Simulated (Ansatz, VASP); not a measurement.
Two plane-wave programs on Be3Te2Se

```
Be Te Se
1.0
     5.60823    0.00000    0.00000
    -2.80412    4.85687    0.00000
     0.00000    0.00000    4.62855
Be Te Se
3 2 1
Direct
  0.33333 0.66667 0.50000
  0.66667 0.33333 0.50000
  0.00000 0.00000 0.50000
  0.33333 0.66667 0.00000
  0.66667 0.33333 0.00000
  0.00000 0.00000 0.00000
```

Alike in both runs: functional PBE; k mesh 3 × 3 × 3; occupations gaussian, width 0.15 eV; no spin polarisation.

Ansatz relaxed the structure, and its values are those at the end. VASP's run is a single point on that final structure, the one shown.

```csv
,VASP,Ansatz
version,VASP 6.6.1,Ansatz 0.2.0
potentials or method,"VASP PAW PBE potentials, release 64 (Be, Te, Se), cutoff 520 eV","scalar-relativistic, plane waves, PAW"
valence electrons in the cell,24,54
```

|  | VASP | Ansatz | Ansatz less VASP |
| --- | --- | --- | --- |
| gap on the k mesh at the Fermi level (eV) | none | none | - |
| pressure (GPa) | 0.3 | 0.2 | -0.07 |

A gap of «none» marks a metal or a gap that the smearing closes. With one functional, cell and mesh, what is left measures potentials, basis and numerics. VASP's potentials hold 24 valence electrons a cell and Ansatz's 54, so a difference there can come from the potentials and not from the codes.

The k mesh is coarse, so the values compare programs but aren't converged. Neither program's run includes spin-orbit coupling.
